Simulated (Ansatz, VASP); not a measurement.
# One calculation of HfB, two programs

```
Hf B
1.0
     0.00000    2.31000    2.31000
     2.31000    0.00000    2.31000
     2.31000    2.31000    0.00000
Hf B
1 1
Direct
  0.45500 0.45500 0.54500
  0.04500 0.04500 0.95500
```

Change from the starting cell: shortest bond scaled by 0.82, LAPW.

Alike in both runs: task single point; functional PBE; k mesh 11 × 11 × 11; occupations fermi-dirac, width 0.05 eV; no spin polarisation.

|  | VASP | Ansatz |
| --- | --- | --- |
| version | VASP 6.6.1 | Ansatz 0.2.0 |
| potentials or method | VASP PAW PBE potentials, release 64 (Hf_pv, B), cutoff 500 eV | all-electron LAPW, scalar-relativistic |

Ansatz gave:

* pressure (GPa): 42.8
* traceless stress, the component that is largest in VASP (GPa): 36.99
* rms of the force components (eV/Å): 4.207

Question: What did VASP give for the same quantities?

Answer: Pressure (GPa): 44.1; traceless stress, the component that is largest in VASP (GPa): 38.09; rms of the force components (eV/Å): 4.279.

Atom by atom the forces differ by 0.072 eV/Å (rms over components). Both programs put the cell under a high pressure, so it lies far from rest at this level. Ansatz ran all-electron here, and VASP with PAW potentials.

Spin-orbit coupling is off throughout.
